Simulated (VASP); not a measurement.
The system is ZnS (Wurtzite-2H).

```
CELL_PARAMETERS angstrom
3.80543 0.00000 0.00000
-1.90271 3.29560 0.00000
0.00000 0.00000 6.24402
ATOMIC_POSITIONS crystal
Zn 0.33333 0.66667 0.00534
Zn 0.66667 0.33333 0.50534
S 0.33333 0.66667 0.37966
S 0.66667 0.33333 0.87966
```

Program: VASP 6.6.1. Alike in all runs: task single point; potentials or basis VASP PAW PBE potentials, release 64 (Zn, S); no spin polarisation; cell as given; smearing gaussian 0.01 eV. Hardware: 1 thread of Intel(R) Xeon(R) Platinum 8488C (Sapphire Rapids) (shared host).

Question: Order these runs on this cell by their wall time, lowest first.
A. level r2SCAN; k mesh 6 × 6 × 4; cutoff (eV) 550
B. level r2SCAN; k mesh 12 × 12 × 4; cutoff (eV) 550
C. level PBE; k mesh 12 × 12 × 4; cutoff (eV) 500

Answer: C (63 s), A (130 s), B (260 s).
